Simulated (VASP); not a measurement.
Crystal: La2Ta.

```xyz
3
Lattice="5.4065 0.0000 0.0000 -2.7032 4.6822 0.0000 0.0000 0.0000 3.3076" Properties=species:S:1:pos:R:3 pbc="T T T"
La    0.0000    0.0000    1.6538
La    0.0000    3.1214    0.0000
Ta    2.7032    1.5607    1.6538
```

The cell was generated, and may not be a known phase.

- Program: VASP 6.6.1
- Task: relaxation of cell and atoms
- Functional: PBE
- Potentials or basis: VASP PAW PBE potentials, release 64 (La, Ta_pv)
- Cutoff: 600 eV
- k mesh: 12 × 12 × 10
- Occupations: gaussian, width 0.1 eV
- Spin: no spin polarisation

At the start: pressure 0.2 GPa; volume 27.91 Å³/atom.

**Question.** Where does the relaxation end?

**Answer.** Over 9 steps the energy falls by 4.2 meV/atom and the volume is 28.17 Å³/atom (+0.9 %); space group P-6m2 (No. 187, to 0.1 Å) before and after.

The path:
```
step  energy change (eV)  largest force (eV/Å)  pressure (GPa)  volume (Å³)
   1              0.0000                0.0000            0.18        83.73
   2             -0.0081                0.0000            0.04        84.10
   3             -0.0118                0.0000           -0.06        84.42
   4             -0.0124                0.0000           -0.06        84.54
   5             -0.0125                0.0000           -0.09        84.65
   6             -0.0125                0.0000           -0.07        84.61
   7             -0.0126                0.0000           -0.07        84.62
   8             -0.0126                0.0000            0.08        84.41
   9             -0.0126                0.0000            0.01        84.50
```

Final structure:
```xyz
3
Lattice="5.3536 0.0000 0.0000 -2.6768 4.6364 0.0000 0.0000 0.0000 3.4044" Properties=species:S:1:pos:R:3 pbc="T T T"
La    0.0000    0.0000    1.7022
La    0.0000    3.0909    0.0000
Ta    2.6768    1.5455    1.7022
```
